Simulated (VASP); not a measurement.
A run of VASP 6.6.1 is set up as follows.

File INCAR:

```
ALGO = Normal
EDIFF = 1E-6
ENCUT = 520
GGA = PE
ISIF = 2
ISMEAR = 0
LASPH = T
LCHARG = T
LELF = T
LREAL = F
LVHAR = T
LWAVE = F
NBANDS = 50
NELM = 100
PREC = Accurate
SIGMA = 0.1
```

Contents of KPOINTS:

```
k-points
0
Gamma
  4 4 4
```

POSCAR

```
Sn3PbSe4
1.0
    6.1111788500      0.0000000000      0.0000000000
    0.0000000000      6.1111788500      0.0000000000
    0.0000000000      0.0000000000      6.1111788500
Sn Pb Se
3 1 4
Direct
    0.5000000000      0.0000000000      0.0000000000
    0.0000000000      0.0000000000      0.5000000000
    0.0000000000      0.5000000000      0.0000000000
    0.5000000000      0.5000000000      0.5000000000
    0.0000000000      0.5000000000      0.5000000000
    0.5000000000      0.5000000000      0.0000000000
    0.0000000000      0.0000000000      0.0000000000
    0.5000000000      0.0000000000      0.5000000000
```

Potentials or basis: VASP PAW PBE potentials, release 64 (Sn_d, Pb_d, Se).

Run with:

```console
$ cat potpaw_PBE.64/Sn_d/POTCAR potpaw_PBE.64/Pb_d/POTCAR potpaw_PBE.64/Se/POTCAR > POTCAR
$ mpirun -np 1 vasp_std > vasp.out
```

(1) What does it give for the band gap on the k mesh?

(2) Estimate the pressure.

Answers

(1) zero (filled and empty bands touch).

(2) -0.3 GPa.

Caveat: semilocal functionals underestimate gaps, so a narrow gap can read as zero; spin-orbit coupling is left out, which moves the levels of the heavy elements.
